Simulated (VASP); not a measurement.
# In (I4/mmm) in VASP: notebook

The runs below take In through single point, with LDA.

Everything below comes from runs of VASP 6.6.1. Logs are shortened: lines on timing, memory, paths and dates and some standing lists are left out, and cuts for length are marked.

**1. The cell of the first run**

It takes space group I4/mmm (No. 139, tetragonal). The conventional cell has a = 3.150 Å, b = 3.150 Å, c = 4.752 Å, α = 90.00°, β = 90.00°, γ = 90.00°. In (site symmetry 4/mmm) has 12 In at 3.15 to 3.26 Å within 4.1 Å.

**2. Single point, LDA (volume 23.572 Å^3 an atom, c/a of the conventional cell 1.5085)**

INCAR

```
ALGO = Fast
EDIFF = 1E-7
ENCUT = 520
ISIF = 2
ISMEAR = 0
LASPH = True
LCHARG = True
LELF = True
LREAL = False
LVHAR = True
LWAVE = False
NBANDS = 12
NELM = 100
PREC = Accurate
SIGMA = 0.15
```

KPOINTS

```
k-points
0
Gamma
  22 22 22
```

POSCAR

```
In
1.0
   -1.5749388961      1.5749388961      2.3757953248
    1.5749388961     -1.5749388961      2.3757953248
    1.5749388961      1.5749388961     -2.3757953248
In
1
Direct
    0.0000000000      0.0000000000      0.0000000000
```

Potentials or basis: VASP PAW LDA potentials, release 64 (In_d).

On the command line:

```console
$ cat potpaw_LDA.64/In_d/POTCAR > POTCAR
$ mpirun -np 1 vasp_std > vasp.out
```

OUTCAR:

```text
EDIFF = 1E-7
   ENCUT = 520
   ISIF = 2
   ISMEAR = 0
   LASPH = True
   LREAL = False
   NELM = 100
   PREC = Accurate

 ion  position               nearest neighbor table
   1  0.000  0.000  0.000-

  LATTYP: Found a body centered tetragonal cell.
 ALAT       =     3.1498777922
 C/A-ratio  =     1.5085000000

  Lattice vectors:

 A1 = (  -1.5749388961,   1.5749388961,   2.3757953248)
 A2 = (   1.5749388961,  -1.5749388961,   2.3757953248)
 A3 = (   1.5749388961,   1.5749388961,  -2.3757953248)

Analysis of symmetry for initial positions (statically):
=====================================================================
 Subroutine PRICEL returns:
 Original cell was already a primitive cell.

 Routine SETGRP: Setting up the symmetry group for a
 body centered tetragonal supercell.

 Subroutine GETGRP returns: Found 16 space group operations
 (whereof 16 operations were pure point group operations)
 out of a pool of 16 trial point group operations.

The static configuration has the point symmetry D_4h.

Analysis of symmetry for dynamics (positions and initial velocities):
=====================================================================
 Subroutine PRICEL returns:
 Original cell was already a primitive cell.

 Routine SETGRP: Setting up the symmetry group for a
 body centered tetragonal supercell.

 Subroutine GETGRP returns: Found 16 space group operations
 (whereof 16 operations were pure point group operations)
 out of a pool of 16 trial point group operations.

The dynamic configuration has the point symmetry D_4h.

 Subroutine INISYM returns: Found 16 space group operations
 (whereof 16 operations are pure point group operations),
 and found     1 'primitive' translations

----------------------------------------------------------------------------------------

                                     Primitive cell

  volume of cell :      23.5720

  direct lattice vectors                    reciprocal lattice vectors
    -1.574938896  1.574938896  2.375795325     0.000000000  0.317472634  0.210455840
     1.574938896 -1.574938896  2.375795325     0.317472634  0.000000000  0.210455840
     1.574938896  1.574938896 -2.375795325     0.317472634  0.317472634  0.000000000

  length of vectors
     3.256573119  3.256573119  3.256573119     0.380894387  0.380894387  0.448974105

  position of ions in fractional coordinates (direct lattice)
     0.000000000  0.000000000  0.000000000

  ion indices of the primitive-cell ions
   primitive index   ion index
                 1           1

----------------------------------------------------------------------------------------

 KPOINTS: k-points

Automatic generation of k-mesh.
 Grid dimensions read from file:
 generate k-points for:   22   22   22

 Generating k-lattice:

  Cartesian coordinates                     Fractional coordinates (reciprocal lattice)
     0.000000000  0.014430574  0.009566175     0.045454545 -0.000000000  0.000000000
     0.014430574  0.000000000  0.009566175    -0.000000000  0.045454545  0.000000000
     0.014430574  0.014430574  0.000000000     0.000000000  0.000000000  0.045454545

  Length of vectors
     0.017313381  0.017313381  0.020407914

  Shift w.r.t. Gamma in fractional coordinates (k-lattice)
     0.000000000  0.000000000  0.000000000

 Subroutine IBZKPT returns following result:
 ===========================================

 Found    834 irreducible k-points:

 Following reciprocal coordinates:
            Coordinates               Weight
  0.000000  0.000000  0.000000      1.000000
  0.045455  0.000000 -0.000000      8.000000
  0.090909  0.000000 -0.000000      8.000000
  0.136364  0.000000 -0.000000      8.000000
  0.181818  0.000000 -0.000000      8.000000
  0.227273  0.000000 -0.000000      8.000000
[... 16 lines left out ...]
  0.500000  0.045455 -0.000000     16.000000
 -0.454545  0.045455  0.000000     16.000000
 [... further k-points ...]
   k-points           NKPTS =    834   k-points in BZ     NKDIM =    834   number of bands    NBANDS=     12
   number of dos      NEDOS =    301   number of ions     NIONS =      1
   total plane-waves  NPLWV =  13824
   dimension x,y,z NGX =    24 NGY =   24 NGZ =   24
   dimension x,y,z NGXF=    48 NGYF=   48 NGZF=   48
   ions per type =               1
   NGX,Y,Z   is equivalent  to a cutoff of  12.25, 12.25, 12.25 a.u.
   NGXF,Y,Z  is equivalent  to a cutoff of  24.50, 24.50, 24.50 a.u.
 SYSTEM =  unknown system
   PREC   = accura    normal or accurate (medium, high low for compatibility)
   ISTART =      0    job   : 0-new  1-cont  2-samecut
   ICHARG =      2    charge: 1-file 2-atom 10-const
   ISPIN  =      1    spin polarized calculation?
   LNONCOLLINEAR =      F non collinear calculations
   LSORBIT =      F    spin-orbit coupling
   LASPH  =      T    aspherical Exc in radial PAW
   ENCUT  =  520.0 eV  38.22 Ry    6.18 a.u.   6.06  6.06  6.06*2*pi/ulx,y,z
   NELM   =    100;   NELMIN=  2; NELMDL= -5     # of ELM steps
   EDIFF  = 0.1E-06   stopping-criterion for ELM
   LREAL  =      F    real-space projection
   EDIFFG = 0.1E-05   stopping-criterion for IOM
   NSW    =      0    number of steps for IOM
   IBRION =     -1    ionic relax: 0-MD 1-quasi-New 2-CG
   NFREE  =      0    steps in history (QN), initial steepest desc. (CG)
   ISIF   =      2    stress and relaxation
   ISYM   =      2    0-nonsym 1-usesym 2-fastsym
   POTIM  = 0.5000    time-step for ionic-motion
   TEBEG  =    0.0;   TEEND  =   0.0 temperature during run
   PSTRESS=    0.0 pullay stress
   NELECT =      13.0000    total number of electrons
   NUPDOWN=      -1.0000    fix difference up-down
   EMIN   =  10.00;   EMAX   =-10.00  energy-range for DOS
   EFERMI =   0.00;   METHOD = LEGACY
   ISMEAR =     0;   SIGMA  =   0.15  broadening in eV -4-tet -1-fermi 0-gaus
   EFERMI_NEDOS =   21; number of points for ismear=-14 and -15
   IALGO  =     68    algorithm
   IMIX   =      4    mixing-type and parameters
     AMIX     =   0.40;   BMIX     =  1.00
     AMIX_MAG =   1.60;   BMIX_MAG =  1.00
  volume/ion in A,a.u.               =      23.57       159.07
  Fermi-wavevector in a.u.,A,eV,Ry     =   1.342529  2.537013 24.522939  1.802385
  Thomas-Fermi vector in A             =   2.470676
   LORBIT       =      0    0 simple, 1 ext, 2 COOP (PROOUT), +10 PAW based schemes
   GGA     = CA    functional components
   LHFCALC =     F    Hartree Fock is set to
   AEXX    =    0.0000 exact exchange contribution
   IVDW    =     0    specifies the selected vdW correction
   LEPSILON=     F    determine dielectric tensor
   LRPA    =     F    only Hartree local field effects (RPA)
 non-spin polarized calculation
 RMM-DIIS sequential band-by-band and
 Gauss-broadening in eV      SIGMA  =   0.15
  energy-cutoff  :      520.00
  volume of cell :       23.57
 maximum number of plane-waves:       650
   NGX = 13   NGY = 13   NGZ = 13

 number of electron      12.9999994 magnetization

 Free energy of the ion-electron system (eV)
  ---------------------------------------------------
  ext. energy  EPLUGINS =         0.00000000
  ---------------------------------------------------
  free energy    TOTEN  =        -3.21190152 eV

  energy without entropy =       -3.20766880  energy(sigma->0) =       -3.20978516

 E-fermi :   8.5073     XC(G=0): -11.0329

 val. band max:        8.5021891274   @ k =  -0.2727   0.5000   0.2727
 cond. band min:       8.5175619481   @ k =  -0.4091  -0.4091   0.1364
 fundamental gap:      0.0153728207
 Fermi energy:         8.5073360455

 k-point     1 :       0.0000    0.0000    0.0000
  band No.  band energies     occupation
      1      -6.2961      2.00000
      2      -6.1741      2.00000
      3      -6.1741      2.00000
      4      -6.0463      2.00000
      5      -5.9272      2.00000
      6      -1.8519      2.00000
      7      19.8503      0.00000
      8      19.8503      0.00000
      9      20.0335      0.00000
     10      20.3390      0.00000
     11      23.4305      0.00000
     12      23.4908      0.00000

 k-point     2 :       0.0455    0.0000   -0.0000
  band No.  band energies     occupation
      1      -6.2918      2.00000
      2      -6.1743      2.00000
      3      -6.1696      2.00000
      4      -6.0460      2.00000
      5      -5.9289      2.00000
      6      -1.8029      2.00000
      7      19.1749      0.00000
      8      19.7836      0.00000
      9      19.8532      0.00000
     10      20.2855      0.00000
     11      23.6173      0.00000
     12      23.6244      0.00000

 k-point     3 :       0.0909    0.0000   -0.0000
  band No.  band energies     occupation
      1      -6.2810      2.00000
      2      -6.1752      2.00000
      3      -6.1570      2.00000
      4      -6.0434      2.00000
      5      -5.9335      2.00000
      6      -1.6551      2.00000
      7      17.6701      0.00000
      8      19.5215      0.00000
      9      19.6100      0.00000
     10      20.2877      0.00000
     11      23.8324      0.00000
     12      24.0777      0.00000
[... 286 lines left out ...]
 k-point    23 :       0.5000    0.0455   -0.0000
  band No.  band energies     occupation
      1      -6.3252      2.00000
      2      -6.2479      2.00000
      3      -6.1557      2.00000
      4      -5.8102      2.00000
      5      -5.7590      2.00000
      6       3.9453      2.00000
      7       4.8570      2.00000
      8      16.4771      0.00000
      9      17.8287      0.00000
     10      19.4848      0.00000
     11      21.1509      0.00000
     12      22.9446      0.00000

 k-point    24 :      -0.4545    0.0455    0.0000
  band No.  band energies     occupation
      1      -6.3205      2.00000
      2      -6.2436      2.00000
      3      -6.1521      2.00000
      4      -5.8238      2.00000
      5      -5.7677      2.00000
      6       2.9796      2.00000
      7       5.9760      2.00000
      8      16.4753      0.00000
      9      17.9730      0.00000
     10      19.5344      0.00000
     11      21.2901      0.00000
     12      23.0078      0.00000

 [... further k-points ...]

------------------------ aborting loop because EDIFF is reached ----------------------------------------

  FORCE on cell =-STRESS in cart. coord.  units (eV):
  Direction    XX          YY          ZZ          XY          YZ          ZX
  --------------------------------------------------------------------------------------
  -------------------------------------------------------------------------------------
  Total        0.3570975      0.3570975      0.3706892      0.0000000     -0.0000000      0.0000000
  in kB       24.2717396     24.2717396     25.1955614      0.0000000     -0.0000000      0.0000000
  external PRESSURE =      24.5796802 kB  Pullay stress =       0.0000000 kB

 VOLUME and BASIS-vectors are now :
 -----------------------------------------------------------------------------
  energy-cutoff  :      520.00
  volume of cell :       23.57
      direct lattice vectors                 reciprocal lattice vectors
    -1.574938896  1.574938896  2.375795325     0.000000000  0.317472634  0.210455840
     1.574938896 -1.574938896  2.375795325     0.317472634  0.000000000  0.210455840
     1.574938896  1.574938896 -2.375795325     0.317472634  0.317472634  0.000000000

 POSITION                                       TOTAL-FORCE (eV/Angst)
 -----------------------------------------------------------------------------------
      0.00000      0.00000      0.00000        -0.000000      0.000000      0.000000
 -----------------------------------------------------------------------------------
    total drift:                                0.000000      0.000000      0.000000

  FREE ENERGIE OF THE ION-ELECTRON SYSTEM (eV)
  ---------------------------------------------------
  free  energy   TOTEN  =        -3.2119015195 eV

  energy  without entropy=       -3.2076688015  energy(sigma->0) =       -3.20978516
```

It took 2.6 min on 1 thread of Intel Xeon Platinum 8259CL at 2.50GHz (Skylake/Cascade Lake), shared host; peak memory 0.31 GiB.

What came out:

| Property | Result |
| --- | --- |
| Free energy | -3.2119 eV |
| Pressure | 2.5 GPa |

Stress tensor (GPa, compression positive):
```
2.43 0.00 0.00
0.00 2.43 0.00
0.00 0.00 2.52
```

Caveat: spin-orbit coupling is left out, which moves the levels of the heavy elements.

**3. Single point, LDA (volume 23.572 Å^3 an atom, c/a of the conventional cell 1.4491)**

INCAR

```
SYSTEM = In
PREC = Accurate
ENCUT = 520
EDIFF = 1E-7
ISMEAR = 0
SIGMA = 0.15
LREAL = .False.
LASPH = .True.
NELM = 100
ALGO = Fast
ISIF = 2
LWAVE = .False.
LCHARG = .False.
NBANDS = 12
```

KPOINTS

```
Automatic mesh
0
Gamma
  22 22 22
  0 0 0
```

POSCAR

```
In
1.0
   -1.5961707996      1.5961707996      2.3130111057
    1.5961707996     -1.5961707996      2.3130111057
    1.5961707996      1.5961707996     -2.3130111057
In
1
Direct
    0.0000000000      0.0000000000      0.0000000000
```

Potentials or basis: VASP PAW LDA potentials, release 64 (In_d).

On the command line:

```console
$ cat potpaw_LDA.64/In_d/POTCAR > POTCAR
$ mpirun -np 1 vasp_std > vasp.out
```

It took 2.3 min on 1 thread of Intel Xeon Platinum 8259CL at 2.50GHz (Skylake/Cascade Lake), shared host; peak memory 0.32 GiB.

It converged, with:

```yaml
Free_energy: -3.2104 eV
Pressure: 2.5 GPa
```

Stress tensor (GPa, compression positive):
```
2.30 0.00 0.00
0.00 2.30 0.00
0.00 0.00 2.86
```

Levels at points of the mesh, in eV from the Fermi level:
| k point | band 2 | band 3 | band 4 | band 5 | band 6 | band 7 | band 8 | band 9 | band 10 | band 11 |
| --- | --- | --- | --- | --- | --- | --- | --- | --- | --- | --- |
| (0.00, 0.00, 0.00) | -14.71 | -14.71 | -14.52 | -14.48 | -10.37 | 11.35 | 11.35 | 11.42 | 11.78 | 14.91 |
| (0.50, 0.00, 0.00) | -14.74 | -14.70 | -14.30 | -14.28 | -4.46 | -3.88 | 8.72 | 9.27 | 11.14 | 13.04 |
| (0.50, 0.50, 0.00) | -14.92 | -14.31 | -14.25 | -14.22 | -2.51 | -1.83 | 3.98 | 4.12 | 7.87 | 7.99 |
| (0.50, 0.50, 0.50) | -14.91 | -14.30 | -14.24 | -14.24 | -2.78 | -2.30 | 4.41 | 4.41 | 8.30 | 8.30 |

Caveat: spin-orbit coupling is left out, which moves the levels of the heavy elements.

**4. Single point, LDA (volume 24.554 Å^3 an atom, c/a of the conventional cell 1.3920)**

INCAR

```
SYSTEM = In
PREC     = Accurate       ! precision mode
ENCUT    = 520            ! plane-wave cutoff, eV
EDIFF    = 1E-7           ! SCF threshold, eV
ISMEAR   = 0              ! smearing method
SIGMA    = 0.15           ! smearing width, eV
LREAL    = .False.        ! projectors in reciprocal space
LASPH    = .True.         ! aspherical terms in the spheres
NELM     = 100            ! most SCF steps
ALGO     = Fast           ! electronic algorithm
ISIF     = 2              ! what is computed and relaxed
LWAVE    = .False.        ! write WAVECAR
LCHARG   = .False.        ! write CHGCAR
GGA      = CA             ! functional
NBANDS   = 12             ! bands
```

KPOINTS is that of step 3.

POSCAR

```
In
1.0
   -1.6398725401      1.6398725401      2.2827025758
    1.6398725401     -1.6398725401      2.2827025758
    1.6398725401      1.6398725401     -2.2827025758
In
1
Direct
    0.0000000000      0.0000000000      0.0000000000
```

On the command line:

```console
$ cat potpaw_LDA.64/In_d/POTCAR > POTCAR
$ mpirun -np 1 vasp_std > vasp.out
```

Run time: 2.6 min. Hardware: 1 thread of Intel Xeon Platinum 8259CL at 2.50GHz (Skylake/Cascade Lake), shared host; peak memory 0.32 GiB.

Results (log left out):

```
Free energy : -3.2182 eV
Pressure    : 0.2 GPa
```

Stress tensor (GPa, compression positive):
```
0.32 0.00 0.00
0.00 0.32 0.00
0.00 0.00 0.01
```

Levels at points of the mesh, in eV from the Fermi level:
```csv
k point,band 3,band 4,band 5,band 6,band 7,band 8,band 9,band 10
"(0.00, 0.00, 0.00)",-14.63,-14.45,-14.43,-10.04,10.98,11.03,11.03,11.73
"(0.50, 0.00, 0.00)",-14.63,-14.26,-14.25,-4.43,-3.66,8.58,8.88,11.06
"(0.50, 0.50, 0.00)",-14.27,-14.22,-14.20,-2.50,-2.15,4.14,4.22,7.88
"(0.50, 0.50, 0.50)",-14.27,-14.21,-14.21,-2.32,-1.86,3.95,3.95,7.61
```

Caveat: spin-orbit coupling is left out, which moves the levels of the heavy elements.

**5. Single point, LDA (volume 24.554 Å^3 an atom, c/a of the conventional cell 1.5085)**

INCAR

```
SYSTEM = In
ALGO = Fast
EDIFF = 1E-6
ENCUT = 520
GGA = CA
ISIF = 2
ISMEAR = 0
LASPH = .True.
LCHARG = .True.
LELF = .True.
LREAL = .False.
LVHAR = .True.
LWAVE = .False.
NBANDS = 12
NELM = 60
PREC = Accurate
SIGMA = 0.15
```

KPOINTS

```
k-points
0
Gamma
  22 22 22
  0 0 0
```

POSCAR

```
In
1.0
   -1.5965213618      1.5965213618      2.4083524743
    1.5965213618     -1.5965213618      2.4083524743
    1.5965213618      1.5965213618     -2.4083524743
In
1
Direct
    0.0000000000      0.0000000000      0.0000000000
```

On the command line:

```console
$ cat potpaw_LDA.64/In_d/POTCAR > POTCAR
$ mpirun -np 1 vasp_std > vasp.out
```

It took 4.7 min on 1 thread of Intel Xeon Platinum 8259CL at 2.50GHz (Skylake/Cascade Lake), shared host; peak memory 0.34 GiB.

The run converged. Its results:

```
Free energy : -3.2201 eV
Pressure    : 0.2 GPa
```

Stress tensor (GPa, compression positive):
```
0.14 0.00 0.00
0.00 0.14 0.00
0.00 0.00 0.27
```

Levels at points of the mesh, in eV from the Fermi level:
| k point | band 3 | band 4 | band 5 | band 6 | band 7 | band 8 | band 9 | band 10 |
| --- | --- | --- | --- | --- | --- | --- | --- | --- |
| (0.00, 0.00, 0.00) | -14.61 | -14.50 | -14.39 | -10.03 | 10.98 | 10.98 | 11.15 | 11.78 |
| (0.50, 0.00, 0.00) | -14.59 | -14.27 | -14.23 | -4.41 | -3.65 | 7.92 | 9.42 | 11.28 |
| (0.50, 0.50, 0.00) | -14.27 | -14.25 | -14.16 | -2.20 | -1.64 | 3.64 | 4.02 | 7.45 |
| (0.50, 0.50, 0.50) | -14.26 | -14.22 | -14.22 | -2.86 | -2.84 | 4.74 | 4.74 | 8.50 |

Caveat: spin-orbit coupling is left out, which moves the levels of the heavy elements.

**6. Summary**

| cell | further INCAR settings | gap on the mesh (eV) | pressure (GPa) |
| --- | --- | --- | --- |
| a = 3.257 Å, angles 122.2, 122.2, 86.3°, 1 atom | ALGO = Fast; EDIFF = 1e-07; NBANDS = 12 | none | 2.5 |
| a = 3.232 Å, angles 120.8, 120.8, 88.6°, 1 atom | ALGO = Fast; EDIFF = 1e-07; NBANDS = 12 | none | 2.5 |
| a = 3.254 Å, angles 119.5, 119.5, 90.9°, 1 atom | ALGO = Fast; EDIFF = 1e-07; NBANDS = 12 | none | 0.2 |
| a = 3.301 Å, angles 122.2, 122.2, 86.3°, 1 atom | ALGO = Fast; EDIFF = 1e-06; NBANDS = 12 | none | 0.2 |

Alike in all rows: task single point; level LDA; potentials or basis VASP PAW LDA potentials, release 64 (In_d); no spin polarisation; k mesh 22 × 22 × 22; cutoff (eV) 520; smearing gaussian 0.15 eV.

Caveats: spin-orbit coupling is left out, which moves the levels of the heavy elements.

Absolute energies hang on the potentials; compare differences alone.
